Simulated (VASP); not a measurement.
Here is a VASP 6.6.1 calculation.

File INCAR:

```
PREC = Accurate
ENCUT = 600
EDIFF = 1E-6
ISMEAR = -1
SIGMA = 0.1
LREAL = F
LASPH = T
NELM = 120
ALGO = Normal
ISIF = 2
LWAVE = F
LCHARG = F
GGA = PS
NBANDS = 7
GGA_COMPAT = F
```

File KPOINTS:

```
Automatic mesh
0
Gamma
  10 10 10
```

File POSCAR:

```
Mg
1.0
   -1.5292588350      1.5292588350      1.5292588350
    1.5292588350     -1.5292588350      1.5292588350
    1.5292588350      1.5292588350     -1.5292588350
Mg
1
Direct
    0.0000000000      0.0000000000      0.0000000000
```

Potentials or basis: VASP PAW PBE potentials, release 64 (Mg).

Run with:

```console
$ cat potpaw_PBE.64/Mg/POTCAR > POTCAR
$ mpirun -np 1 vasp_std > vasp.out
```

Task: What does it give for the pressure?

Result: 40.7 GPa.

Task: Estimate the band gap on the k mesh.

Result: Zero (bands 1 and 2 overlap by 4.88 eV).

Caveat: the cell stands under pressure; the PAW data sets were made with another functional, which shifts forces and pressure a little.
